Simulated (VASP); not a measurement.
Set up this calculation in VASP 6.6.1, as the native input.

- Task: single point
- Functional: LDA
- Potentials or basis: VASP PAW LDA potentials, release 64 (Ca_sv)
- Cutoff: 520 eV
- k mesh: 8 × 8 × 8
- Occupations: fermi-dirac, width 0.05 eV
- Spin: no spin polarisation
- Dipole correction: no
- Further INCAR settings: ALGO = Fast; EDIFF = 1e-06; NBANDS = 11

The structure of Ca lies in POSCAR:

```
Ca
1.0
    0.0000000000      2.8127051751      2.8127051751
    2.8127051751      0.0000000000      2.8127051751
    2.8127051751      2.8127051751      0.0000000000
Ca
1
Direct
    0.0000000000      0.0000000000      0.0000000000
```

One way to write it, as run:

INCAR

```
SYSTEM = Ca
ALGO = Fast ; EDIFF = 1E-6
ENCUT = 520 ; ISIF = 2
ISMEAR = -1 ; LASPH = .TRUE.
LCHARG = .FALSE. ; LREAL = .FALSE.
LWAVE = .FALSE. ; NBANDS = 11
NELM = 60 ; PREC = Accurate
SIGMA = 0.05
```

KPOINTS

```
k-points
0
G
  8 8 8
  0 0 0
```

Potentials or basis: VASP PAW LDA potentials, release 64 (Ca_sv).

Command:

```console
$ cat potpaw_LDA.64/Ca_sv/POTCAR > POTCAR
$ mpirun -np 1 vasp_std > vasp.out
```

Results of the run:

```yaml
Pressure: -2.4 GPa
Band_gap_on_the_k_mesh: zero (bands 5 and 6 overlap by 0.35 eV)
```

Wall time 30 s on 1 thread of AMD EPYC 7R13, with other jobs on the host, peak memory 0.12 GiB.
